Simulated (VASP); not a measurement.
A run of VASP 6.6.1 is set up as follows.

File POSCAR:

```
SrO
1.0
    2.5545116585      2.5545116585      0.0000000000
   -2.5545116585      2.5545116585      0.0000000000
    0.0000000000      2.5545116585      2.5931238922
Sr O
1 1
Direct
    0.5000000000      0.5000000000      0.0000000000
    0.0000000000      0.0000000000      0.0000000000
```

INCAR.step1

```
PREC = Accurate ; ENCUT = 520
ISMEAR = 0 ; SIGMA = 0.01
LREAL = False ; LASPH = True
NELM = 60 ; NBANDS = 15
GGA = PE ; ALGO = Normal
EDIFF = 1E-4 ; LWAVE = True
LCHARG = False
```

Contents of INCAR.step2:

```
PREC = Accurate ; ENCUT = 520
EDIFF = 1E-7 ; ISMEAR = 0
SIGMA = 0.01 ; LREAL = False
LASPH = True ; NELM = 60
ALGO = Normal ; ISIF = 2
LWAVE = False ; LCHARG = False
METAGGA = R2SCAN ; LMIXTAU = True
NBANDS = 15 ; ISTART = 1
```

The input KPOINTS:

```
Automatic mesh
0
Gamma
  8 8 8
```

Potentials or basis: VASP PAW PBE potentials, release 64 (Sr_sv, O).

The run is started by

```bash
$ cat potpaw_PBE.64/Sr_sv/POTCAR potpaw_PBE.64/O/POTCAR > POTCAR
$ cp INCAR.step1 INCAR
$ mpirun -np 1 vasp_std > vasp.out
$ cp INCAR.step2 INCAR
$ mpirun -np 1 vasp_std > vasp.out
```

(1) Estimate the band gap on the k mesh.

(2) What does it give for the pressure?

Answers

(1) 3.70 eV (least direct gap 3.78 eV).

(2) 2.0 GPa.

Caveat: the cell differs from its parent crystal (film at in-plane strain -0.01); the PAW data sets were made with another functional, which shifts forces and pressure a little.
